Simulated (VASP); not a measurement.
# CoO (Fm-3m) in VASP: notebook

Runs on CoO. Level: PBE+U. Tasks: single point.

All numbers are computed with VASP 6.6.1; they aren't measurements. Logs are shortened: lines on timing, memory, paths and dates and some standing lists are left out, and cuts for length are marked.

## Step 1: The cell of the first run

The structure is cubic, space group Fm-3m (No. 225). The conventional cell has a = 4.313 Å, b = 4.313 Å, c = 4.313 Å, α = 90.00°, β = 90.00°, γ = 90.00°. Co (site symmetry m-3m) has 6 O at 2.16 Å within 2.9 Å. O (site symmetry m-3m) has 6 Co at 2.16 Å within 2.9 Å.

## Step 2: Single point, PBE+U, collinear spin, ferromagnetic start (10.03 Å³/atom)

The input, INCAR:

```
SYSTEM = CoO
ALGO = Normal ; EDIFF = 1E-7
ENCUT = 520 ; GGA = PE
ISIF = 2 ; ISMEAR = 0
ISPIN = 2 ; LASPH = .True.
LCHARG = .True. ; LDAU = .True.
LDAUJ = 0 0 ; LDAUL = 2 -1
LDAUPRINT = 1 ; LDAUTYPE = 2
LDAUU = 3.32 0 ; LELF = .True.
LMAXMIX = 4 ; LORBIT = 11
LREAL = .False. ; LVHAR = .True.
LWAVE = .False. ; MAGMOM = 2.79 0.28
NBANDS = 18 ; NELM = 150
PREC = Accurate ; SIGMA = 0.1
```

The input, KPOINTS:

```
k-points
0
Gamma
  16 16 16
  0 0 0
```

The input, POSCAR:

```
CoO
1.0
    0.0000000000      2.1566430802      2.1566430802
    2.1566430802      0.0000000000      2.1566430802
    2.1566430802      2.1566430802      0.0000000000
Co O
1 1
Direct
    0.0000000000      0.0000000000      0.0000000000
    0.5000000000      0.5000000000      0.5000000000
```

Potentials or basis: VASP PAW PBE potentials, release 64 (Co, O).

Run with:

```sh
$ cat potpaw_PBE.64/Co/POTCAR potpaw_PBE.64/O/POTCAR > POTCAR
$ mpirun -np 1 vasp_std > vasp.out
```

OUTCAR:

```text
SYSTEM = CoO
   EDIFF = 1E-7
   ENCUT = 520
   GGA = PE
   ISIF = 2
   ISMEAR = 0
   ISPIN = 2
   LASPH = .True.
   LORBIT = 11
   LREAL = .False.
   NELM = 150
   PREC = Accurate

 ion  position               nearest neighbor table
   1  0.000  0.000  0.000-   2 2.16   2 2.16   2 2.16   2 2.16   2 2.16   2 2.16
   2  0.500  0.500  0.500-   1 2.16   1 2.16   1 2.16   1 2.16   1 2.16   1 2.16

  LATTYP: Found a face centered cubic cell.
 ALAT       =     4.3132861604

  Lattice vectors:

 A1 = (   0.0000000000,   2.1566430802,   2.1566430802)
 A2 = (   2.1566430802,   0.0000000000,   2.1566430802)
 A3 = (   2.1566430802,   2.1566430802,   0.0000000000)

Analysis of symmetry for initial positions (statically):
=====================================================================
 Subroutine PRICEL returns:
 Original cell was already a primitive cell.

 Routine SETGRP: Setting up the symmetry group for a
 face centered cubic supercell.

 Subroutine GETGRP returns: Found 48 space group operations
 (whereof 48 operations were pure point group operations)
 out of a pool of 48 trial point group operations.

The static configuration has the point symmetry O_h .

Analysis of symmetry for dynamics (positions and initial velocities):
=====================================================================
 Subroutine PRICEL returns:
 Original cell was already a primitive cell.

 Routine SETGRP: Setting up the symmetry group for a
 face centered cubic supercell.

 Subroutine GETGRP returns: Found 48 space group operations
 (whereof 48 operations were pure point group operations)
 out of a pool of 48 trial point group operations.

The dynamic configuration has the point symmetry O_h .

Analysis of structural, dynamic, and magnetic symmetry:
=====================================================================
 Subroutine PRICEL returns:
 Original cell was already a primitive cell.

[... 172 lines left out ...]
  o =  0.1292  v =  0.0000  0.0000  0.0000  0.0000  0.0000  0.0000  0.0000 -0.0619  0.0000  0.9981      0.0000  0.0000  0.0000  0.0000  0.0000  0.0000  0.0000  0.0000  0.0000  0.0000
  o =  0.6544  v =  0.0000  0.0000  0.0000  0.0000  0.0000  0.0000 -0.9170  0.0000 -0.3989  0.0000      0.0000  0.0000  0.0000  0.0000  0.0000  0.0000  0.0000  0.0000  0.0000  0.0000
  o =  0.6544  v =  0.0000  0.0000  0.0000  0.0000  0.0000  1.0000  0.0000  0.0000  0.0000  0.0000      0.0000  0.0000  0.0000  0.0000  0.0000  0.0000  0.0000  0.0000  0.0000  0.0000
  o =  0.6544  v =  0.0000  0.0000  0.0000  0.0000  0.0000  0.0000 -0.3989  0.0000  0.9170  0.0000      0.0000  0.0000  0.0000  0.0000  0.0000  0.0000  0.0000  0.0000  0.0000  0.0000
  o =  0.9674  v =  0.0000 -0.1979 -0.0000  0.9802 -0.0000  0.0000  0.0000  0.0000  0.0000  0.0000      0.0000  0.0000  0.0000  0.0000  0.0000  0.0000  0.0000  0.0000  0.0000  0.0000
  o =  0.9674  v =  0.0000 -0.9802 -0.0000 -0.1979 -0.0000  0.0000  0.0000  0.0000  0.0000  0.0000      0.0000  0.0000  0.0000  0.0000  0.0000  0.0000  0.0000  0.0000  0.0000  0.0000
  o =  0.9674  v =  1.0000  0.0000  0.0000  0.0000  0.0000  0.0000  0.0000  0.0000  0.0000  0.0000      0.0000  0.0000  0.0000  0.0000  0.0000  0.0000  0.0000  0.0000  0.0000  0.0000
  o =  1.0075  v =  0.0000 -0.0000  0.0193 -0.0000  0.9998  0.0000  0.0000  0.0000  0.0000  0.0000      0.0000  0.0000  0.0000  0.0000  0.0000  0.0000  0.0000  0.0000  0.0000  0.0000
  o =  1.0075  v =  0.0000 -0.0000  0.9998  0.0000 -0.0193  0.0000  0.0000  0.0000  0.0000  0.0000      0.0000  0.0000  0.0000  0.0000  0.0000  0.0000  0.0000  0.0000  0.0000  0.0000

 number of electron      15.0000003 magnetization       2.9999922

 Free energy of the ion-electron system (eV)
  ---------------------------------------------------
  ext. energy  EPLUGINS =         0.00000000
  ---------------------------------------------------
  free energy    TOTEN  =       -11.28015469 eV

  energy without entropy =      -11.25478079  energy(sigma->0) =      -11.26746774

 E-fermi :   6.8521     XC(G=0): -12.1759

 val. band max:        6.8481245574   @ k =  -0.2500   0.1875   0.0000
 cond. band min:       6.8526263077   @ k =  -0.3750   0.5000   0.1250
 fundamental gap:      0.0045017503
 Fermi energy:         6.8520993761

 spin component 1

 k-point     1 :       0.0000    0.0000    0.0000
  band No.  band energies     occupation
      1     -12.3074      1.00000
      2       2.2964      1.00000
      3       2.2964      1.00000
      4       2.7669      1.00000
      5       2.7669      1.00000
      6       2.7669      1.00000
[... 1001 lines left out ...]
     17      30.5704      0.00000
     18      34.2599      0.00000

 [... further k-points ...]

------------------------ aborting loop because EDIFF is reached ----------------------------------------

  FORCE on cell =-STRESS in cart. coord.  units (eV):
  Direction    XX          YY          ZZ          XY          YZ          ZX
  --------------------------------------------------------------------------------------
  -------------------------------------------------------------------------------------
  Total       -0.9574581     -0.9574581     -0.9574581      0.0000000      0.0000000     -0.0000000
  in kB      -76.4654988    -76.4654988    -76.4654988      0.0000000      0.0000000     -0.0000000
  external PRESSURE =     -76.4654988 kB  Pullay stress =       0.0000000 kB

 VOLUME and BASIS-vectors are now :
 -----------------------------------------------------------------------------
  energy-cutoff  :      520.00
  volume of cell :       20.06
      direct lattice vectors                 reciprocal lattice vectors
     0.000000000  2.156643080  2.156643080    -0.231841794  0.231841794  0.231841794
     2.156643080  0.000000000  2.156643080     0.231841794 -0.231841794  0.231841794
     2.156643080  2.156643080  0.000000000     0.231841794  0.231841794 -0.231841794

 POSITION                                       TOTAL-FORCE (eV/Angst)
 -----------------------------------------------------------------------------------
      0.00000      0.00000      0.00000         0.000000      0.000000      0.000000
      2.15664      2.15664      2.15664        -0.000000     -0.000000     -0.000000
 -----------------------------------------------------------------------------------
    total drift:                                0.000000     -0.000000     -0.000000

  FREE ENERGIE OF THE ION-ELECTRON SYSTEM (eV)
  ---------------------------------------------------
  free  energy   TOTEN  =       -11.2801546855 eV

  energy  without entropy=      -11.2547807855  energy(sigma->0) =      -11.26746774

 total charge

# of ion       s       p       d       tot
------------------------------------------
    1        0.287   0.337   7.116   7.741
    2        1.553   3.427   0.000   4.980
--------------------------------------------------
tot          1.840   3.764   7.116  12.720

 magnetization (x)

# of ion       s       p       d       tot
------------------------------------------
    1        0.021   0.017   2.694   2.732
    2        0.022   0.230   0.000   0.252
--------------------------------------------------
tot          0.043   0.247   2.694   2.984
```

OSZICAR:

```text
N       E                     dE             d eps       ncg     rms          rms(c)
DAV:   1     0.819211232727E+02    0.81921E+02   -0.68085E+03 10792   0.965E+02
DAV:   2    -0.802615821501E+01   -0.89947E+02   -0.77224E+02 10998   0.221E+02
DAV:   3    -0.132688090779E+02   -0.52427E+01   -0.51426E+01 12060   0.577E+01
DAV:   4    -0.133220166875E+02   -0.53208E-01   -0.53169E-01 12584   0.555E+00
DAV:   5    -0.133231546331E+02   -0.11379E-02   -0.11378E-02 12768   0.806E-01    0.151E+01
DAV:   6    -0.119682404258E+02    0.13549E+01   -0.15689E+01 13446   0.637E+01    0.188E+01
DAV:   7    -0.112723824440E+02    0.69586E+00   -0.53437E+00 12228   0.428E+01    0.797E+00
DAV:   8    -0.112799038500E+02   -0.75214E-02   -0.31376E-01 12926   0.102E+01    0.421E+00
DAV:   9    -0.113072451788E+02   -0.27341E-01   -0.31731E-01 15900   0.940E+00    0.207E+00
DAV:  10    -0.112790155787E+02    0.28230E-01   -0.10666E-01 14754   0.614E+00    0.251E-01
DAV:  11    -0.112803023952E+02   -0.12868E-02   -0.10978E-02 13072   0.107E+00    0.151E-01
DAV:  12    -0.112801521674E+02    0.15023E-03   -0.62527E-04 14250   0.402E-01    0.655E-02
DAV:  13    -0.112801444674E+02    0.77000E-05   -0.89366E-05 15446   0.113E-01    0.318E-02
DAV:  14    -0.112801557242E+02   -0.11257E-04   -0.14173E-05 12386   0.415E-02    0.266E-02
DAV:  15    -0.112801547543E+02    0.96999E-06   -0.59030E-06 13642   0.526E-02    0.120E-02
DAV:  16    -0.112801545262E+02    0.22809E-06   -0.39538E-06 15522   0.296E-02    0.220E-03
DAV:  17    -0.112801547014E+02   -0.17523E-06   -0.61400E-07 11448   0.642E-03    0.135E-03
DAV:  18    -0.112801546855E+02    0.15913E-07   -0.27599E-08  5950   0.204E-03
   1 F= -.11280155E+02 E0= -.11267468E+02  d E =-.253739E-01  mag=     3.0000
```

stdout:

```text
POSCAR found type information on POSCAR CoO
 POSCAR found :  2 types and       2 ions
 scaLAPACK will be used
 LDA part: xc-table for (Slater+PW92), standard interpolation
 POSCAR, INCAR and KPOINTS ok, starting setup
 FFT: planning ... GRIDC
 FFT: planning ... GRID_SOFT
 FFT: planning ... GRID
 WAVECAR not read
 entering main loop
```

Run time: 2 min. Hardware: 1 thread of Intel Xeon 8259CL, shared host; peak memory 0.21 GiB.

What came out:

- Free energy: -11.2802 eV
- Pressure: -7.6 GPa
- Band gap on the k mesh: zero (filled and empty bands overlap)
- Net moment: 3.00 μB per cell
- Site moments: Co +2.73; O +0.25 μB
- Valence electrons inside the program's atomic spheres: Co 7.74; O 4.98

Eigenvalues of the final occupation matrices:
```csv
site,spin,trace,eigenvalues
site 1 d,1,4.92,0.97 0.97 0.97 1.01 1.01
site 1 d,2,2.22,0.13 0.13 0.65 0.65 0.65
```

Caveat: the cell stands under tension; a cell with one magnetic atom can't hold antiferromagnetic order, which such compounds often take. The state reached can hang on the start; a lower one may exist.

## Step 3: Single point, PBE+U, collinear spin, ferromagnetic start (10.32 Å³/atom)

This run uses another cell than the first one, of 10.32 Å³/atom.

The input, INCAR:

```
  PREC = Accurate
  ENCUT = 520
  EDIFF = 1E-6
  ISMEAR = 0
  SIGMA = 0.1
  LREAL = False
  LASPH = True
  NELM = 150
  ALGO = Normal
  ISIF = 2
  LWAVE = False
  LCHARG = True
  ISPIN = 2
  MAGMOM = 2.79 0.28
  LORBIT = 11
  LMAXMIX = 4
  LDAU = True
  LDAUTYPE = 2
  LDAUL = 2 -1
  LDAUU = 3.32 0
  LDAUJ = 0 0
  LDAUPRINT = 1
  GGA = PE
  LELF = True
  LVHAR = True
  NBANDS = 18
```

The input, KPOINTS:

```
regular mesh
0
Gamma
  16 16 16
```

The input, POSCAR:

```
CoO
1.0
    0.0000000000      2.1773813051      2.1773813051
    2.1773813051      0.0000000000      2.1773813051
    2.1773813051      2.1773813051      0.0000000000
Co O
1 1
Direct
    0.0000000000      0.0000000000      0.0000000000
    0.5000000000      0.5000000000      0.5000000000
```

Potentials or basis: VASP PAW PBE potentials, release 64 (Co, O).

Run with:

```sh
$ cat potpaw_PBE.64/Co/POTCAR potpaw_PBE.64/O/POTCAR > POTCAR
$ mpirun -np 1 vasp_std > vasp.out
```

Run time: 1.7 min. Hardware: 1 thread of Intel Xeon 8259CL, shared host; peak memory 0.21 GiB.

Results (log left out):

```
Free energy                                           : -11.2455 eV
Pressure                                              : -11.6 GPa
Band gap on the k mesh                                : zero (filled and empty bands overlap)
Net moment                                            : 3.00 μB per cell
Site moments                                          : Co +2.73; O +0.25 μB
Valence electrons inside the program's atomic spheres : Co 7.70; O 4.96
```

Levels at points of the mesh, in eV from the Fermi level:
Spin up:
| k point | band 7 | band 8 | band 9 | band 10 | band 11 | band 12 |
| --- | --- | --- | --- | --- | --- | --- |
| (0.00, 0.00, 0.00) | -2.13 | -2.13 | -2.13 | 1.28 | 17.24 | 17.35 |
| (0.50, 0.00, 0.00) | -2.62 | -0.21 | -0.21 | 5.52 | 9.33 | 13.54 |
| (0.50, 0.50, 0.00) | -3.27 | -3.24 | -3.24 | 5.94 | 10.09 | 11.23 |
Spin down:
| k point | band 2 | band 3 | band 4 | band 5 | band 6 | band 7 | band 8 | band 9 | band 10 | band 11 |
| --- | --- | --- | --- | --- | --- | --- | --- | --- | --- | --- |
| (0.00, 0.00, 0.00) | -1.65 | -1.65 | -1.65 | -1.00 | -1.00 | -1.00 | 1.79 | 1.90 | 1.90 | 17.09 |
| (0.50, 0.00, 0.00) | -6.46 | -3.31 | -3.31 | -0.08 | -0.08 | 0.19 | 4.02 | 4.02 | 5.77 | 10.10 |
| (0.50, 0.50, 0.00) | -5.26 | -2.83 | -2.83 | -1.93 | 0.03 | 0.03 | 2.34 | 2.62 | 6.88 | 10.47 |

Eigenvalues of the final occupation matrices:
```tsv
site	spin	trace	eigenvalues
site 1 d	1	4.91	0.97 0.97 0.97 1.00 1.00
site 1 d	2	2.21	0.12 0.12 0.65 0.65 0.65
```

Caveat: the cell stands under tension; a cell with one magnetic atom can't hold antiferromagnetic order, which such compounds often take.

## Step 4: Single point, PBE+U, collinear spin, ferromagnetic start (10.71 Å³/atom)

This run uses another cell than the first one, of 10.71 Å³/atom.

The input, INCAR:

```
SYSTEM = CoO
ALGO = Normal ; EDIFF = 1E-6
ENCUT = 520 ; GGA = PE
ISIF = 2 ; ISMEAR = 0
ISPIN = 2 ; LASPH = .TRUE.
LCHARG = .FALSE. ; LDAU = .TRUE.
LDAUJ = 0 0 ; LDAUL = 2 -1
LDAUPRINT = 1 ; LDAUTYPE = 2
LDAUU = 3.32 0 ; LMAXMIX = 4
LORBIT = 11 ; LREAL = .FALSE.
LWAVE = .FALSE. ; MAGMOM = 2.79 0.28
NBANDS = 18 ; NELM = 150
PREC = Accurate ; SIGMA = 0.1
```

The input, KPOINTS:

```
k-points
0
G
  16 16 16
  0 0 0
```

The input, POSCAR:

```
CoO
1.0
    0.0000000000      2.2044322861      2.2044322861
    2.2044322861      0.0000000000      2.2044322861
    2.2044322861      2.2044322861      0.0000000000
Co O
1 1
Direct
    0.0000000000      0.0000000000      0.0000000000
    0.5000000000      0.5000000000      0.5000000000
```

Run with:

```sh
$ cat potpaw_PBE.64/Co/POTCAR potpaw_PBE.64/O/POTCAR > POTCAR
$ mpirun -np 1 vasp_std > vasp.out
```

Wall time 2 min (1 thread of Intel Xeon 8259CL, shared host); peak memory 0.21 GiB.

Results (log left out):

```yaml
Free_energy: -11.1789 eV
Pressure: -15.9 GPa
Band_gap_on_the_k_mesh: zero (filled and empty bands overlap)
Net_moment: 3.00 μB per cell
Site_moments: Co +2.73; O +0.25 μB
Valence_electrons_inside_the_program's_atomic_spheres: Co 7.65; O 4.95
```

Levels at points of the mesh, in eV from the Fermi level:
Spin up:
```tsv
k point	band 5	band 6	band 7	band 8	band 9	band 10	band 11	band 12	band 13	band 14
(0.00, 0.00, 0.00)	-3.97	-3.97	-1.98	-1.98	-1.98	1.12	17.12	17.13	17.13	17.13
(0.50, 0.00, 0.00)	-3.48	-3.48	-2.61	-0.24	-0.24	5.46	9.02	13.31	13.31	19.19
(0.50, 0.50, 0.00)	-3.80	-3.23	-3.23	-3.08	-3.08	5.72	9.87	11.13	15.22	15.22
```
Spin down:
```tsv
k point	band 4	band 5	band 6	band 7	band 8	band 9
(0.00, 0.00, 0.00)	-1.52	-0.94	-0.94	-0.94	1.63	1.96
(0.50, 0.00, 0.00)	-3.09	-0.07	-0.07	0.18	3.96	3.96
(0.50, 0.50, 0.00)	-2.65	-1.80	0.03	0.03	2.38	2.60
```

Eigenvalues of the final occupation matrices:
```csv
site,spin,trace,eigenvalues
site 1 d,1,4.90,0.97 0.97 0.97 1.00 1.00
site 1 d,2,2.20,0.12 0.12 0.66 0.66 0.66
```

Caveat: the cell stands under tension; a cell with one magnetic atom can't hold antiferromagnetic order, which such compounds often take.

## Step 5: The runs side by side

| cell | gap on the mesh (eV) | pressure (GPa) | moment (μB) |
| --- | --- | --- | --- |
| a = 3.050 Å, angles 60.0°, 2 atoms | none | -7.6 | 3.00 |
| a = 3.079 Å, angles 60.0°, 2 atoms | none | -11.6 | 3.00 |
| a = 3.118 Å, angles 60.0°, 2 atoms | none | -15.9 | 3.00 |

Alike in all rows: task single point; level PBE+U; potentials or basis VASP PAW PBE potentials, release 64 (Co, O); spin collinear, ferromagnetic start; Co d U = 3.32 eV; k mesh 16 × 16 × 16; cutoff (eV) 520; smearing gaussian 0.1 eV.

Caveats: the cell stands under tension; a cell with one magnetic atom can't hold antiferromagnetic order, which such compounds often take.

Absolute energies hang on the potentials; compare differences alone.
